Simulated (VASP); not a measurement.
Here is a VASP 6.6.1 calculation.

The input INCAR:

```
SYSTEM = InSb3
PREC = Accurate
ENCUT = 500
EDIFF = 1E-6
ISMEAR = 0
SIGMA = 0.01
LREAL = .False.
LASPH = .True.
NELM = 120
ALGO = Normal
ISIF = 2
LWAVE = .False.
LCHARG = .False.
GGA = PS
NBANDS = 22
GGA_COMPAT = .False.
```

The input KPOINTS:

```
regular mesh
0
Gamma
  4 4 4
  0 0 0
```

File POSCAR:

```
InSb3
1.0
    5.3926276362      0.0000000000      0.0000000000
    0.0000000000      5.3926276362      0.0000000000
    0.0000000000      0.0000000000      5.3926276362
In Sb
1 3
Direct
    0.0000000000      0.0000000000      0.0000000000
    0.5000000000      0.0000000000      0.0000000000
    0.0000000000      0.0000000000      0.5000000000
    0.0000000000      0.5000000000      0.0000000000
```

Potentials or basis: VASP PAW PBE potentials, release 64 (In_d, Sb).

Launch:

```console
$ cat potpaw_PBE.64/In_d/POTCAR potpaw_PBE.64/Sb/POTCAR > POTCAR
$ mpirun -np 1 vasp_std > vasp.out
```

Problem. Estimate the pressure.

Solution. 5.0 GPa.

Problem. Predict the band gap on the k mesh.

Solution. Zero (band 14 reaches 5.21 eV, above the bottom of band 15 at 3.23 eV).

Caveat: the PAW data sets were made with another functional, which shifts forces and pressure a little; spin-orbit coupling is left out, which moves the levels of the heavy elements.
